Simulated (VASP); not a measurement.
# BaTe (I4/mmm) in VASP: single point with PBEsol

Aim: the single point of BaTe with PBEsol.

Everything below comes from runs of VASP 6.6.1. Logs are shortened: lines on timing, memory, paths and dates and some standing lists are left out, and cuts for length are marked.

## Step 1: The cell of the first run

It takes space group I4/mmm (No. 139, tetragonal). Conventional cell: a = 4.664 Å, b = 4.664 Å, c = 7.116 Å, α = 90.00°, β = 90.00°, γ = 90.00°. Within 4.3 Å of Ba (site symmetry 4/mmm) lie 6 Te at 3.30 to 3.56 Å. Within 4.3 Å of Te (site symmetry 4/mmm) lie 6 Ba at 3.30 to 3.56 Å.

## Step 2: Single point, PBEsol (strain -0.050 along x and y, +0.025 along z)

INCAR reads:

```
SYSTEM = BaTe
PREC = Accurate ; ENCUT = 520
EDIFF = 1E-6 ; ISMEAR = 0
SIGMA = 0.05 ; LREAL = .FALSE.
LASPH = .TRUE. ; NELM = 100
ALGO = Normal ; ISIF = 2
LWAVE = .FALSE. ; LCHARG = .FALSE.
GGA = PS ; NBANDS = 15
```

KPOINTS reads:

```
Automatic mesh
0
G
  8 8 8
  0 0 0
```

POSCAR reads:

```
BaTe
1.0
    0.0000000000      3.2978275349      3.5581823403
    3.2978275349      0.0000000000      3.5581823403
    3.2978275349      3.2978275349      0.0000000000
Ba Te
1 1
Direct
    0.0000000000      0.0000000000      0.0000000000
    0.5000000000      0.5000000000      0.5000000000
```

Potentials or basis: VASP PAW PBE potentials, release 64 (Ba_sv, Te).

On the command line:

```
> cat potpaw_PBE.64/Ba_sv/POTCAR potpaw_PBE.64/Te/POTCAR > POTCAR
> mpirun -np 1 vasp_std > vasp.out
```

OUTCAR:

```text
SYSTEM = BaTe
   PREC = Accurate
   ENCUT = 520
   EDIFF = 1E-6
   ISMEAR = 0
   LREAL = .FALSE.
   LASPH = .TRUE.
   NELM = 100
   ISIF = 2
   GGA = PS

 ion  position               nearest neighbor table
   1  0.000  0.000  0.000-   2 3.30   2 3.30   2 3.30   2 3.30   2 3.56   2 3.56
   2  0.500  0.500  0.500-   1 3.30   1 3.30   1 3.30   1 3.30   1 3.56   1 3.56

  LATTYP: Found a body centered tetragonal cell.
 ALAT       =     4.6638324262
 C/A-ratio  =     1.5258620015

  Lattice vectors:

 A1 = (  -3.2978275349,   0.0000000000,   3.5581823403)
 A2 = (   3.2978275349,   0.0000000000,   3.5581823403)
 A3 = (   0.0000000000,   3.2978275349,  -3.5581823403)

Analysis of symmetry for initial positions (statically):
=====================================================================
 Subroutine PRICEL returns:
 Original cell was already a primitive cell.

 Routine SETGRP: Setting up the symmetry group for a
 body centered tetragonal supercell.

 Subroutine GETGRP returns: Found 16 space group operations
 (whereof 16 operations were pure point group operations)
 out of a pool of 16 trial point group operations.

The static configuration has the point symmetry D_4h.

Analysis of symmetry for dynamics (positions and initial velocities):
=====================================================================
 Subroutine PRICEL returns:
 Original cell was already a primitive cell.

 Routine SETGRP: Setting up the symmetry group for a
 body centered tetragonal supercell.

 Subroutine GETGRP returns: Found 16 space group operations
 (whereof 16 operations were pure point group operations)
 out of a pool of 16 trial point group operations.

The dynamic configuration has the point symmetry D_4h.

 Subroutine INISYM returns: Found 16 space group operations
 (whereof 16 operations are pure point group operations),
 and found     1 'primitive' translations

----------------------------------------------------------------------------------------

                                     Primitive cell

  volume of cell :      77.3952

  direct lattice vectors                    reciprocal lattice vectors
     0.000000000  3.297827535  3.558182340    -0.151614963  0.151614963  0.140521185
     3.297827535  0.000000000  3.558182340     0.151614963 -0.151614963  0.140521185
     3.297827535  3.297827535  0.000000000     0.151614963  0.151614963 -0.140521185

  length of vectors
     4.851425359  4.851425359  4.663832426     0.256359899  0.256359899  0.256359899

  position of ions in fractional coordinates (direct lattice)
     0.000000000  0.000000000  0.000000000
     0.500000000  0.500000000  0.500000000

  ion indices of the primitive-cell ions
   primitive index   ion index
                 1           1
                 2           2

----------------------------------------------------------------------------------------

 KPOINTS: Automatic mesh

Automatic generation of k-mesh.
 Grid dimensions read from file:
 generate k-points for:    8    8    8

 Generating k-lattice:

  Cartesian coordinates                     Fractional coordinates (reciprocal lattice)
    -0.018951870  0.018951870  0.017565148     0.125000000  0.000000000  0.000000000
     0.018951870 -0.018951870  0.017565148     0.000000000  0.125000000  0.000000000
     0.018951870  0.018951870 -0.017565148     0.000000000  0.000000000  0.125000000

  Length of vectors
     0.032044987  0.032044987  0.032044987

  Shift w.r.t. Gamma in fractional coordinates (k-lattice)
     0.000000000  0.000000000  0.000000000

 Subroutine IBZKPT returns following result:
 ===========================================

 Found     59 irreducible k-points:

 Following reciprocal coordinates:
            Coordinates               Weight
  0.000000  0.000000  0.000000      1.000000
  0.125000  0.000000  0.000000      8.000000
  0.250000  0.000000  0.000000      8.000000
  0.375000  0.000000  0.000000      8.000000
  0.500000  0.000000  0.000000      4.000000
  0.125000  0.125000  0.000000      2.000000
[... 16 lines left out ...]
  0.250000  0.000000  0.125000     16.000000
  0.375000  0.000000  0.125000     16.000000
 [... further k-points ...]
   k-points           NKPTS =     59   k-points in BZ     NKDIM =     59   number of bands    NBANDS=     15
   number of dos      NEDOS =    301   number of ions     NIONS =      2
   total plane-waves  NPLWV =  46656
   dimension x,y,z NGX =    36 NGY =   36 NGZ =   36
   dimension x,y,z NGXF=    72 NGYF=   72 NGZF=   72
   ions per type =               1   1
   NGX,Y,Z   is equivalent  to a cutoff of  12.34, 12.34, 12.83 a.u.
   NGXF,Y,Z  is equivalent  to a cutoff of  24.67, 24.67, 25.66 a.u.
 SYSTEM =  BaTe
   PREC   = accura    normal or accurate (medium, high low for compatibility)
   ISTART =      0    job   : 0-new  1-cont  2-samecut
   ICHARG =      2    charge: 1-file 2-atom 10-const
   ISPIN  =      1    spin polarized calculation?
   LNONCOLLINEAR =      F non collinear calculations
   LSORBIT =      F    spin-orbit coupling
   LASPH  =      T    aspherical Exc in radial PAW
   ENCUT  =  520.0 eV  38.22 Ry    6.18 a.u.   9.02  9.02  8.67*2*pi/ulx,y,z
   NELM   =    100;   NELMIN=  2; NELMDL= -5     # of ELM steps
   EDIFF  = 0.1E-05   stopping-criterion for ELM
   LREAL  =      F    real-space projection
   EDIFFG = 0.1E-04   stopping-criterion for IOM
   NSW    =      0    number of steps for IOM
   IBRION =     -1    ionic relax: 0-MD 1-quasi-New 2-CG
   NFREE  =      0    steps in history (QN), initial steepest desc. (CG)
   ISIF   =      2    stress and relaxation
   ISYM   =      2    0-nonsym 1-usesym 2-fastsym
   POTIM  = 0.5000    time-step for ionic-motion
   TEBEG  =    0.0;   TEEND  =   0.0 temperature during run
   PSTRESS=    0.0 pullay stress
   NELECT =      16.0000    total number of electrons
   NUPDOWN=      -1.0000    fix difference up-down
   EMIN   =  10.00;   EMAX   =-10.00  energy-range for DOS
   EFERMI =   0.00;   METHOD = LEGACY
   ISMEAR =     0;   SIGMA  =   0.05  broadening in eV -4-tet -1-fermi 0-gaus
   EFERMI_NEDOS =   21; number of points for ismear=-14 and -15
   IALGO  =     38    algorithm
   IMIX   =      4    mixing-type and parameters
     AMIX     =   0.40;   BMIX     =  1.00
     AMIX_MAG =   1.60;   BMIX_MAG =  1.00
  volume/ion in A,a.u.               =      38.70       261.14
  Fermi-wavevector in a.u.,A,eV,Ry     =   0.968003  1.829261 12.749070  0.937030
  Thomas-Fermi vector in A             =   2.097936
   LORBIT       =      0    0 simple, 1 ext, 2 COOP (PROOUT), +10 PAW based schemes
   GGA     = PS    functional components
   LHFCALC =     F    Hartree Fock is set to
   AEXX    =    0.0000 exact exchange contribution
   IVDW    =     0    specifies the selected vdW correction
   LEPSILON=     F    determine dielectric tensor
   LRPA    =     F    only Hartree local field effects (RPA)
 non-spin polarized calculation
 Gauss-broadening in eV      SIGMA  =   0.05
  energy-cutoff  :      520.00
  volume of cell :       77.40
 maximum number of plane-waves:      2126
   NGX = 19   NGY = 19   NGZ = 17

 number of electron      16.0000000 magnetization

 Free energy of the ion-electron system (eV)
  ---------------------------------------------------
  ext. energy  EPLUGINS =         0.00000000
  ---------------------------------------------------
  free energy    TOTEN  =        -9.02966393 eV

  energy without entropy =       -9.02966393  energy(sigma->0) =       -9.02966393

 E-fermi :   3.1626     XC(G=0):  -8.8200

 val. band max:        2.9471273814   @ k =   0.0000   0.0000   0.0000
 cond. band min:       4.0120740721   @ k =   0.5000   0.5000   0.0000
 fundamental gap:      1.0649466907
 Fermi energy:         3.1625861653

 k-point     1 :       0.0000    0.0000    0.0000
  band No.  band energies     occupation
      1     -23.8853      2.00000
      2      -9.0743      2.00000
      3      -9.0743      2.00000
      4      -9.0373      2.00000
      5      -6.9967      2.00000
      6       2.6761      2.00000
      7       2.9471      2.00000
      8       2.9471      2.00000
      9       5.2724      0.00000
     10       5.5506      0.00000
     11       5.8043      0.00000
     12       5.8043      0.00000
     13       6.5639      0.00000
     14       6.7151      0.00000
     15       9.6885      0.00000

 k-point     2 :       0.1250    0.0000    0.0000
  band No.  band energies     occupation
      1     -23.8816      2.00000
      2      -9.2112      2.00000
      3      -9.0718      2.00000
      4      -9.0494      2.00000
      5      -6.7984      2.00000
      6       2.2236      2.00000
      7       2.5084      2.00000
      8       2.6169      2.00000
      9       5.5028      0.00000
     10       5.8181      0.00000
     11       6.0016      0.00000
     12       6.2115      0.00000
     13       7.1486      0.00000
     14       7.3322      0.00000
     15      10.2631      0.00000

 k-point     3 :       0.2500    0.0000    0.0000
  band No.  band energies     occupation
      1     -23.8729      2.00000
      2      -9.4872      2.00000
      3      -9.0657      2.00000
      4      -9.0656      2.00000
      5      -6.3771      2.00000
      6       1.2699      2.00000
      7       1.9681      2.00000
      8       2.0348      2.00000
      9       5.8490      0.00000
     10       6.3434      0.00000
     11       6.5359      0.00000
     12       7.4199      0.00000
     13       8.5054      0.00000
     14       8.6359      0.00000
     15      11.3537      0.00000

 k-point     4 :       0.3750    0.0000    0.0000
  band No.  band energies     occupation
      1     -23.8642      2.00000
      2      -9.7093      2.00000
      3      -9.0812      2.00000
      4      -9.0593      2.00000
      5      -5.9920      2.00000
      6       0.5252      2.00000
      7       1.5857      2.00000
      8       1.5997      2.00000
      9       6.4029      0.00000
     10       7.2859      0.00000
     11       7.3038      0.00000
     12       8.3315      0.00000
     13       9.3856      0.00000
     14      10.0425      0.00000
     15      10.9008      0.00000
[... 307 lines left out ...]
 k-point    22 :       0.1250    0.0000    0.1250
  band No.  band energies     occupation
      1     -23.8799      2.00000
      2      -9.2404      2.00000
      3      -9.1015      2.00000
      4      -9.0527      2.00000
      5      -6.7145      2.00000
      6       1.8889      2.00000
      7       2.5062      2.00000
      8       2.7429      2.00000
      9       5.3887      0.00000
     10       5.7631      0.00000
     11       5.9459      0.00000
     12       6.4282      0.00000
     13       6.7850      0.00000
     14       8.3840      0.00000
     15      10.4851      0.00000

 k-point    23 :       0.2500    0.0000    0.1250
  band No.  band energies     occupation
      1     -23.8726      2.00000
      2      -9.4364      2.00000
      3      -9.1060      2.00000
      4      -9.0692      2.00000
      5      -6.4235      2.00000
      6       1.2323      2.00000
      7       2.1502      2.00000
      8       2.3539      2.00000
      9       5.3143      0.00000
     10       6.3055      0.00000
     11       6.5835      0.00000
     12       7.1334      0.00000
     13       7.5641      0.00000
     14       9.7838      0.00000
     15      11.4859      0.00000

 k-point    24 :       0.3750    0.0000    0.1250
  band No.  band energies     occupation
      1     -23.8639      2.00000
      2      -9.6371      2.00000
      3      -9.1019      2.00000
      4      -9.0862      2.00000
      5      -6.1229      2.00000
      6       0.7324      2.00000
      7       1.6878      2.00000
      8       1.8770      2.00000
      9       5.6784      0.00000
     10       7.2484      0.00000
     11       7.4817      0.00000
     12       7.9475      0.00000
     13       8.7752      0.00000
     14       9.9972      0.00000
     15      11.2886      0.00000

 [... further k-points ...]
[... 5 lines left out ...]
  --------------------------------------------------------------------------------------
  -------------------------------------------------------------------------------------
  Total        3.1346966      3.1346966     -0.3215304      0.0000000      0.0000000      0.0000000
  in kB       64.8921290     64.8921290     -6.6560799      0.0000000      0.0000000      0.0000000
  external PRESSURE =      41.0427261 kB  Pullay stress =       0.0000000 kB

 VOLUME and BASIS-vectors are now :
 -----------------------------------------------------------------------------
  energy-cutoff  :      520.00
  volume of cell :       77.40
      direct lattice vectors                 reciprocal lattice vectors
     0.000000000  3.297827535  3.558182340    -0.151614963  0.151614963  0.140521185
     3.297827535  0.000000000  3.558182340     0.151614963 -0.151614963  0.140521185
     3.297827535  3.297827535  0.000000000     0.151614963  0.151614963 -0.140521185

 POSITION                                       TOTAL-FORCE (eV/Angst)
 -----------------------------------------------------------------------------------
      0.00000      0.00000      0.00000         0.000000     -0.000000     -0.000000
      3.29783      3.29783      3.55818        -0.000000      0.000000      0.000000
 -----------------------------------------------------------------------------------
    total drift:                                0.000000      0.000000      0.000000

  FREE ENERGIE OF THE ION-ELECTRON SYSTEM (eV)
  ---------------------------------------------------
  free  energy   TOTEN  =        -9.0296639348 eV

  energy  without entropy=       -9.0296639348  energy(sigma->0) =       -9.02966393
```

Wall time 44 s (1 thread of Intel Xeon Platinum 8259CL at 2.50GHz (Skylake/Cascade Lake), shared host); peak memory 0.25 GiB.

Results:

```yaml
Free_energy: -9.0297 eV
Pressure: 4.1 GPa
Band_gap_on_the_k_mesh: 1.06 eV (least direct gap 1.38 eV)
```

Caveat: the cell differs from its parent crystal (strain -0.050 along x and y, +0.025 along z); the stress differs along the axes, from -1 to 6 GPa; the PAW data sets were made with another functional, which shifts forces and pressure a little; spin-orbit coupling is left out, which moves the levels of the heavy elements.
